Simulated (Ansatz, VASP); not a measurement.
## Two plane-wave programs on Mg

```
Mg
1.0
    -1.83599    1.83599    1.67940
     1.83599   -1.83599    1.67940
     1.83599    1.83599   -1.67940
Mg
1
Direct
  0.00000 0.00000 0.00000
```

Alike in both runs: task single point; functional LDA; k mesh 22 × 22 × 22; occupations gaussian, width 0.15 eV; no spin polarisation.

|  | VASP | Ansatz |
| --- | --- | --- |
| version | VASP 6.6.1 | Ansatz 0.2.0 |
| potentials or method | VASP PAW LDA potentials, release 64 (Mg), cutoff 520 eV | scalar-relativistic, plane waves, PAW |
| valence electrons in the cell | 2 | 10 |

Ansatz gave:

| Quantity | Value |
| --- | --- |
| gap on the k mesh at the Fermi level (eV) | none |
| pressure (GPa) | -1.6 |
| traceless stress, the component that is largest in VASP (GPa) | 0.05 |

**Question.** Which values does VASP return?

**Answer.** gap on the k mesh at the Fermi level (eV): none; pressure (GPa): -1.9; traceless stress, the component that is largest in VASP (GPa): 0.05.

LDA's correlation is that of Perdew and Zunger in VASP and of Perdew and Wang (1992) in Ansatz. A gap of «none» marks a metal or a gap that the smearing closes. VASP's potentials hold 2 valence electrons a cell and Ansatz's 10, so a difference there can come from the potentials and not from the codes.
